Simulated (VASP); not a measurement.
# TiO2 (I4_1/amd) in VASP: a series of runs

The runs below take TiO2 through electric field gradients, with LDA.

All numbers are computed with VASP 6.6.1; they aren't measurements. Logs are shortened: lines on timing, memory, paths and dates and some standing lists are left out, and cuts for length are marked.

## Step 1: The cell of the first run

Symmetry: I4_1/amd, No. 141, tetragonal system. Conventional cell: a = 3.785 Å, b = 3.785 Å, c = 9.419 Å, α = 90.00°, β = 90.00°, γ = 90.00°. Ti (site symmetry -4m2) has 6 O at 1.94 to 1.95 Å within 2.6 Å. O (site symmetry 2mm) has 3 Ti at 1.94 to 1.95 Å and 2 O at 2.44 Å within 2.6 Å.

## Step 2: Electric field gradients, LDA (zz strain of -1 %)

INCAR reads:

```
SYSTEM = TiO2
  PREC = Accurate
  ENCUT = 520
  EDIFF = 1E-8
  ISMEAR = -1
  SIGMA = 0.08
  LREAL = .FALSE.
  LASPH = .TRUE.
  NELM = 60
  ALGO = Normal
  ISIF = 2
  LWAVE = .FALSE.
  LCHARG = .FALSE.
  LEFG = .TRUE.
  NBANDS = 33
```

KPOINTS reads:

```
regular mesh
0
G
  13 13 13
  0 0 0
```

POSCAR reads:

```
TiO2
1.0
   -1.8925000000      1.8925000000      4.7094300000
    1.8925000000     -1.8925000000      4.7094300000
    1.8925000000      1.8925000000     -4.7094300000
Ti O
2 4
Direct
    0.0000000000      0.0000000000      0.0000000000
    0.7500000000      0.2500000000      0.5000000000
    0.2066000000      0.2066000000      0.0000000000
    0.9566000000      0.4566000000      0.5000000000
    0.5434000000      0.0434000000      0.5000000000
    0.7934000000      0.7934000000      0.0000000000
```

Potentials or basis: VASP PAW LDA potentials, release 64 (Ti_sv, O).

Run with:

```
$ cat potpaw_LDA.64/Ti_sv/POTCAR potpaw_LDA.64/O/POTCAR > POTCAR
$ mpirun -np 1 vasp_std > vasp.out
```

OUTCAR:

```text
SYSTEM = TiO2
   PREC = Accurate
   ENCUT = 520
   EDIFF = 1E-8
   ISMEAR = -1
   LREAL = .FALSE.
   LASPH = .TRUE.
   NELM = 60
   ISIF = 2

 ion  position               nearest neighbor table
   1  0.000  0.000  0.000-   5 1.94   4 1.94   5 1.94   4 1.94   3 1.95   6 1.95
   2  0.750  0.250  0.500-   6 1.94   3 1.94   6 1.94   3 1.94   4 1.95   5 1.95
   3  0.207  0.207  0.000-   2 1.94   2 1.94   1 1.95
   4  0.957  0.457  0.500-   1 1.94   1 1.94   2 1.95
   5  0.543  0.043  0.500-   1 1.94   1 1.94   2 1.95
   6  0.793  0.793  0.000-   2 1.94   2 1.94   1 1.95

  LATTYP: Found a body centered tetragonal cell.
 ALAT       =     3.7850000000
 C/A-ratio  =     2.4884702774

  Lattice vectors:

 A1 = (  -1.8925000000,   1.8925000000,   4.7094300000)
 A2 = (   1.8925000000,  -1.8925000000,   4.7094300000)
 A3 = (   1.8925000000,   1.8925000000,  -4.7094300000)

Analysis of symmetry for initial positions (statically):
=====================================================================
 Subroutine PRICEL returns:
 Original cell was already a primitive cell.

 Routine SETGRP: Setting up the symmetry group for a
 body centered tetragonal supercell.

 Subroutine GETGRP returns: Found 16 space group operations
 (whereof  8 operations were pure point group operations)
 out of a pool of 16 trial point group operations.

The static configuration has the point symmetry D_2d.
 The point group associated with its full space group is D_4h.

Analysis of symmetry for dynamics (positions and initial velocities):
=====================================================================
 Subroutine PRICEL returns:
 Original cell was already a primitive cell.

 Routine SETGRP: Setting up the symmetry group for a
 body centered tetragonal supercell.

 Subroutine GETGRP returns: Found 16 space group operations
 (whereof  8 operations were pure point group operations)
 out of a pool of 16 trial point group operations.

The dynamic configuration has the point symmetry D_2d.
 The point group associated with its full space group is D_4h.

 Subroutine INISYM returns: Found 16 space group operations
[... 157 lines left out ...]
 Fermi energy:         4.2595871265

 k-point     1 :       0.0000    0.0000    0.0000
  band No.  band energies     occupation
      1     -52.4333      2.00000
      2     -52.3617      2.00000
      3     -29.3552      2.00000
      4     -29.0678      2.00000
      5     -29.0678      2.00000
      6     -28.9847      2.00000
[... 853 lines left out ...]
     32       9.8820      0.00000
     33       9.9973      0.00000

 [... further k-points ...]

------------------------ aborting loop because EDIFF is reached ----------------------------------------

  FORCE on cell =-STRESS in cart. coord.  units (eV):
  Direction    XX          YY          ZZ          XY          YZ          ZX
  --------------------------------------------------------------------------------------
  -------------------------------------------------------------------------------------
  Total       -1.9282750     -1.9282750      0.8648171      0.0000000      0.0000000      0.0000000
  in kB      -45.7909267    -45.7909267     20.5368922      0.0000000      0.0000000      0.0000000
  external PRESSURE =     -23.6816537 kB  Pullay stress =       0.0000000 kB

 VOLUME and BASIS-vectors are now :
 -----------------------------------------------------------------------------
  energy-cutoff  :      520.00
  volume of cell :       67.47
      direct lattice vectors                 reciprocal lattice vectors
    -1.892500000  1.892500000  4.709430000     0.000000000  0.264200793  0.106169961
     1.892500000 -1.892500000  4.709430000     0.264200793  0.000000000  0.106169961
     1.892500000  1.892500000 -4.709430000     0.264200793  0.264200793  0.000000000

 POSITION                                       TOTAL-FORCE (eV/Angst)
 -----------------------------------------------------------------------------------
      0.00000      0.00000      0.00000         0.000000      0.000000     -0.000000
      0.00000      1.89250      2.35472         0.000000      0.000000     -0.000000
      0.00000      0.00000      1.94594         0.000000      0.000000      0.351873
      0.00000      1.89250      4.30065        -0.000000     -0.000000      0.351873
      0.00000      1.89250      0.40878        -0.000000     -0.000000     -0.351873
      0.00000      0.00000      7.47292        -0.000000     -0.000000     -0.351873
 -----------------------------------------------------------------------------------
    total drift:                                0.000000      0.000000     -0.000000

  FREE ENERGIE OF THE ION-ELECTRON SYSTEM (eV)
  ---------------------------------------------------
  free  energy   TOTEN  =       -58.8065486327 eV

  energy  without entropy=      -58.8065484324  energy(sigma->0) =      -58.80654853

 Electric field gradients (V/A^2)
---------------------------------------------------------------------
 ion       V_xx      V_yy      V_zz      V_xy      V_xz      V_yz
---------------------------------------------------------------------
   1       5.385     5.385   -10.771     0.002     0.001     0.001
   2       5.385     5.385   -10.771     0.002     0.001     0.001
   3      -1.963    13.600   -11.637    -0.003    -0.003    -0.003
   4      13.600    -1.963   -11.637    -0.003    -0.003    -0.003
   5      -1.963    13.600   -11.637    -0.003    -0.003    -0.003
   6      13.600    -1.963   -11.637    -0.003    -0.003    -0.003
---------------------------------------------------------------------

 Electric field gradients after diagonalization (V/A^2)
 (convention: |V_zz| > |V_xx| > |V_yy|)
----------------------------------------------------------------------
 ion       V_xx      V_yy      V_zz     asymmetry (V_yy - V_xx)/ V_zz
----------------------------------------------------------------------
   1       5.388     5.383   -10.771       0.000
   2       5.388     5.383   -10.771       0.000
   3     -11.637    -1.963    13.600       0.711
   4     -11.637    -1.963    13.600       0.711
   5     -11.637    -1.963    13.600       0.711
   6     -11.637    -1.963    13.600       0.711
----------------------------------------------------------------------

           NMR quadrupolar parameters

 Cq : quadrupolar parameter    Cq=e*Q*V_zz/h
 eta: asymmetry parameters     (V_yy - V_xx)/ V_zz
 Q  : nuclear electric quadrupole moment in mb (millibarn)
----------------------------------------------------------------------
 ion       Cq(MHz)       eta       Q (mb)
----------------------------------------------------------------------
   1      -0.026       0.000       1.000
   2      -0.026       0.000       1.000
   3       0.033       0.711       1.000
   4       0.033       0.711       1.000
   5       0.033       0.711       1.000
   6       0.033       0.711       1.000
----------------------------------------------------------------------
```

OSZICAR:

```text
N       E                     dE             d eps       ncg     rms          rms(c)
DAV:   1     0.648817312763E+03    0.64882E+03   -0.24211E+04 12936   0.168E+03
DAV:   2     0.212261836777E+02   -0.62759E+03   -0.58279E+03 14216   0.505E+02
DAV:   3    -0.706376635651E+02   -0.91864E+02   -0.90331E+02 17607   0.187E+02
DAV:   4    -0.753163553309E+02   -0.46787E+01   -0.46690E+01 19380   0.404E+01
DAV:   5    -0.754891074592E+02   -0.17275E+00   -0.17273E+00 16482   0.613E+00    0.321E+01
DAV:   6    -0.591879255086E+02    0.16301E+02   -0.76673E+01 18028   0.885E+01    0.111E+01
DAV:   7    -0.591069414583E+02    0.80984E-01   -0.14881E+01 17324   0.327E+01    0.962E+00
DAV:   8    -0.588820754982E+02    0.22487E+00   -0.61025E-01 17040   0.731E+00    0.596E+00
DAV:   9    -0.588405720058E+02    0.41503E-01   -0.57729E-01 18627   0.809E+00    0.188E+00
DAV:  10    -0.588193529661E+02    0.21219E-01   -0.26409E-01 18137   0.547E+00    0.100E+00
DAV:  11    -0.588066986809E+02    0.12654E-01   -0.47959E-02 16449   0.143E+00    0.304E-01
DAV:  12    -0.588067738744E+02   -0.75193E-04   -0.48818E-03 15227   0.780E-01    0.139E-01
DAV:  13    -0.588065840975E+02    0.18978E-03   -0.54478E-04 18031   0.285E-01    0.530E-02
DAV:  14    -0.588065476206E+02    0.36477E-04   -0.19912E-04 17742   0.116E-01    0.130E-02
DAV:  15    -0.588065487264E+02   -0.11058E-05   -0.17970E-05 16755   0.333E-02    0.485E-03
DAV:  16    -0.588065486482E+02    0.78229E-07   -0.16838E-06 15395   0.854E-03    0.281E-03
DAV:  17    -0.588065486323E+02    0.15885E-07   -0.88962E-08 17446   0.282E-03    0.659E-04
DAV:  18    -0.588065486327E+02   -0.36653E-09   -0.59797E-09 10612   0.619E-04
   1 F= -.58806549E+02 E0= -.58806549E+02  d E =-.200248E-06
```

stdout:

```text
POSCAR found type information on POSCAR TiO
 POSCAR found :  2 types and       6 ions
 scaLAPACK will be used
 LDA part: xc-table for (Slater(with rela. corr.)+CA(PZ))
 , standard interpolation
 POSCAR, INCAR and KPOINTS ok, starting setup
 FFT: planning ... GRIDC
 FFT: planning ... GRID_SOFT
 FFT: planning ... GRID
 WAVECAR not read
 entering main loop
ion   1

ion   2

ion   3

ion   4

ion   5

ion   6
```

Run time: 29 min. Hardware: 1 thread of Intel Xeon 8259CL, shared host; peak memory 0.45 GiB.

What came out:

```
Free energy                             : -58.8065 eV
Pressure                                : -2.4 GPa
Largest force                           : 0.352 eV/Å
Band gap on the k mesh                  : 2.06 eV (least direct gap 2.35 eV)
Largest electric field gradient by atom : Ti -10.8; O +13.6 V/Å²
```

Forces in eV/Å, atoms in the order of the input:
```
Ti   0.000  0.000  0.000
Ti   0.000  0.000  0.000
O    0.000  0.000  0.352
O    0.000  0.000  0.352
O    0.000  0.000 -0.352
O    0.000  0.000 -0.352
```

Stress tensor (GPa, compression positive):
```
-4.58  0.00  0.00
 0.00 -4.58  0.00
 0.00  0.00  2.05
```

Levels at points of the mesh, in eV from the valence-band top:
```tsv
k point	band 20	band 21	band 22	band 23	band 24	band 25	band 26	band 27	band 28	band 29
(0.00, 0.00, 0.00)	-0.70	-0.67	-0.67	-0.45	-0.45	2.06	2.87	4.09	4.09	4.10
```

Electric field gradients, principal values (V/Å²):
| atom | least | middle | greatest (by size) |
| --- | --- | --- | --- |
| 1 Ti | 5.383 | 5.388 | -10.771 |
| 2 Ti | 5.383 | 5.388 | -10.771 |
| 3 O | -1.963 | -11.637 | 13.600 |
| 4 O | -1.963 | -11.637 | 13.600 |
| 5 O | -1.963 | -11.637 | 13.600 |
| 6 O | -1.963 | -11.637 | 13.600 |

Caveat: the cell differs from its parent crystal (zz strain of -1 %); the stress differs along the axes, from -5 to 2 GPa; without QUAD_EFG the Cq values of the log hold for a quadrupole moment of 1 mb, not for the nuclei.

## Step 3: Electric field gradients, LDA

This run uses another cell than the first one, of 11.36 Å³/atom.

INCAR reads:

```
SYSTEM = TiO2
PREC = Accurate
ENCUT = 520
EDIFF = 1E-8
ISMEAR = -1
SIGMA = 0.08
LREAL = .False.
LASPH = .True.
NELM = 80
ALGO = Normal
ISIF = 2
LWAVE = .False.
LCHARG = .False.
GGA = CA
LEFG = .True.
NBANDS = 33
```

KPOINTS reads:

```
Automatic mesh
0
Gamma
  13 13 13
  0 0 0
```

POSCAR: that of step 2 with these lines changed.

```diff
@@ -2,5 +2,5 @@
 1.0
-   -1.8925000000      1.8925000000      4.7094300000
-    1.8925000000     -1.8925000000      4.7094300000
-    1.8925000000      1.8925000000     -4.7094300000
+   -1.8925000000      1.8925000000      4.7570000000
+    1.8925000000     -1.8925000000      4.7570000000
+    1.8925000000      1.8925000000     -4.7570000000
 Ti O
```

Potentials or basis: VASP PAW LDA potentials, release 64 (Ti_sv, O).

Run with:

```
$ cat potpaw_LDA.64/Ti_sv/POTCAR potpaw_LDA.64/O/POTCAR > POTCAR
$ mpirun -np 1 vasp_std > vasp.out
```

OUTCAR:

```text
SYSTEM = TiO2
   PREC = Accurate
   ENCUT = 520
   EDIFF = 1E-8
   ISMEAR = -1
   LREAL = .False.
   LASPH = .True.
   NELM = 80
   ISIF = 2
   GGA = CA

 ion  position               nearest neighbor table
   1  0.000  0.000  0.000-   5 1.94   4 1.94   5 1.94   4 1.94   3 1.97   6 1.97
   2  0.750  0.250  0.500-   6 1.94   3 1.94   6 1.94   3 1.94   4 1.97   5 1.97
   3  0.207  0.207  0.000-   2 1.94   2 1.94   1 1.97
   4  0.957  0.457  0.500-   1 1.94   1 1.94   2 1.97
   5  0.543  0.043  0.500-   1 1.94   1 1.94   2 1.97
   6  0.793  0.793  0.000-   2 1.94   2 1.94   1 1.97

  LATTYP: Found a body centered tetragonal cell.
 ALAT       =     3.7850000000
 C/A-ratio  =     2.5136063408

  Lattice vectors:

 A1 = (  -1.8925000000,   1.8925000000,   4.7570000000)
 A2 = (   1.8925000000,  -1.8925000000,   4.7570000000)
 A3 = (   1.8925000000,   1.8925000000,  -4.7570000000)

Analysis of symmetry for initial positions (statically):
[... 1081 lines left out ...]
      0.00000      1.89250      0.41291        -0.000000     -0.000000     -0.139873
      0.00000      0.00000      7.54841         0.000000      0.000000     -0.139873
 -----------------------------------------------------------------------------------
    total drift:                                0.000000     -0.000000     -0.000000

  FREE ENERGIE OF THE ION-ELECTRON SYSTEM (eV)
  ---------------------------------------------------
  free  energy   TOTEN  =       -58.8065853641 eV

  energy  without entropy=      -58.8065851419  energy(sigma->0) =      -58.80658525

 Electric field gradients (V/A^2)
---------------------------------------------------------------------
 ion       V_xx      V_yy      V_zz      V_xy      V_xz      V_yz
---------------------------------------------------------------------
   1       0.385     0.385    -0.769    -0.001    -0.000    -0.000
   2       0.385     0.385    -0.769    -0.001    -0.000    -0.000
   3      -4.156    13.597    -9.440     0.000    -0.001    -0.001
   4      13.597    -4.156    -9.440     0.000    -0.001    -0.001
   5      -4.156    13.597    -9.440     0.000    -0.001    -0.001
   6      13.597    -4.156    -9.440     0.000    -0.001    -0.001
---------------------------------------------------------------------

 Electric field gradients after diagonalization (V/A^2)
 (convention: |V_zz| > |V_xx| > |V_yy|)
----------------------------------------------------------------------
 ion       V_xx      V_yy      V_zz     asymmetry (V_yy - V_xx)/ V_zz
----------------------------------------------------------------------
   1       0.385     0.384    -0.769       0.002
   2       0.385     0.384    -0.769       0.002
   3      -9.440    -4.156    13.597       0.389
   4      -9.440    -4.156    13.597       0.389
   5      -9.440    -4.156    13.597       0.389
   6      -9.440    -4.156    13.597       0.389
----------------------------------------------------------------------

           NMR quadrupolar parameters

 Cq : quadrupolar parameter    Cq=e*Q*V_zz/h
 eta: asymmetry parameters     (V_yy - V_xx)/ V_zz
 Q  : nuclear electric quadrupole moment in mb (millibarn)
----------------------------------------------------------------------
 ion       Cq(MHz)       eta       Q (mb)
----------------------------------------------------------------------
   1      -0.002       0.002       1.000
   2      -0.002       0.002       1.000
   3       0.033       0.389       1.000
   4       0.033       0.389       1.000
   5       0.033       0.389       1.000
   6       0.033       0.389       1.000
----------------------------------------------------------------------
```

Wall time 17 min (1 thread of Intel Xeon 8259CL, shared host); peak memory 0.47 GiB.

Results:

| Property | Result |
| --- | --- |
| Free energy | -58.8066 eV |
| Pressure | -4.8 GPa |
| Largest force | 0.140 eV/Å |
| Band gap on the k mesh | 2.05 eV (least direct gap 2.35 eV) |
| Largest electric field gradient by atom | Ti -0.8; O +13.6 V/Å² |

Forces on the atoms (eV/Å):
```
Ti   0.000  0.000  0.000
Ti   0.000  0.000  0.000
O    0.000  0.000  0.140
O    0.000  0.000  0.140
O    0.000  0.000 -0.140
O    0.000  0.000 -0.140
```

Stress tensor (GPa, compression positive):
```
-5.97  0.00  0.00
 0.00 -5.97  0.00
 0.00  0.00 -2.42
```

Levels at points of the mesh, in eV from the valence-band top:
| k point | band 21 | band 22 | band 23 | band 24 | band 25 | band 26 | band 27 | band 28 |
| --- | --- | --- | --- | --- | --- | --- | --- | --- |
| (0.00, 0.00, 0.00) | -0.72 | -0.72 | -0.44 | -0.44 | 2.05 | 2.82 | 4.03 | 4.03 |

Electric field gradients, principal values (V/Å²):
```
atom   least  middle  greatest (by size)
1 Ti   0.384   0.385              -0.769
2 Ti   0.384   0.385              -0.769
 3 O  -4.156  -9.440              13.597
 4 O  -4.156  -9.440              13.597
 5 O  -4.156  -9.440              13.597
 6 O  -4.156  -9.440              13.597
```

Caveat: the cell stands under tension; without QUAD_EFG the Cq values of the log hold for a quadrupole moment of 1 mb, not for the nuclei. A k mesh can miss the band edges.
